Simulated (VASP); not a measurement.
Here is a VASP 6.6.1 calculation.

INCAR

```
SYSTEM = InP
PREC     = Accurate       ! precision mode
ENCUT    = 600            ! plane-wave cutoff, eV
EDIFF    = 1E-6           ! SCF threshold, eV
ISMEAR   = 0              ! smearing method
SIGMA    = 0.1            ! smearing width, eV
LREAL    = .False.        ! projectors in reciprocal space
LASPH    = .True.         ! aspherical terms in the spheres
NELM     = 80             ! most SCF steps
ALGO     = Normal         ! electronic algorithm
ISIF     = 3              ! what is computed and relaxed
LWAVE    = .False.        ! write WAVECAR
LCHARG   = .False.        ! write CHGCAR
GGA      = PE             ! functional
IBRION   = 2              ! ionic algorithm
NSW      = 100            ! ionic steps
EDIFFG   = -0.01          ! ionic threshold
```

File KPOINTS:

```
regular mesh
0
Gamma
  14 14 20
  0 0 0
```

The input POSCAR:

```
InP
1.0
    3.9752352196      0.0000000000      0.0000000000
    0.0000000000      3.9752352196      0.0000000000
    0.0000000000      0.0000000000      2.7531634021
In P
1 1
Direct
    0.5000000000      0.5000000000      0.5000000000
    0.0000000000      0.0000000000      0.5000000000
```

Potentials or basis: VASP PAW PBE potentials, release 64 (In_d, P).

Run with:

```console
$ cat potpaw_PBE.64/In_d/POTCAR potpaw_PBE.64/P/POTCAR > POTCAR
$ mpirun -np 1 vasp_std > vasp.out
```

Task: Estimate the space group after relaxing (to 0.05 Å).

Result: P4/mmm (No. 123).

Task: Estimate the relaxed volume.

Result: 21.77 Å³/atom.

Final structure:
```xyz
2
Lattice="3.8875 0.0000 0.0000 0.0000 3.8875 0.0000 0.0000 0.0000 2.8810" Properties=species:S:1:pos:R:3 pbc="T T T"
In    1.9437    1.9437    1.4405
P     0.0000    0.0000    1.4405
```
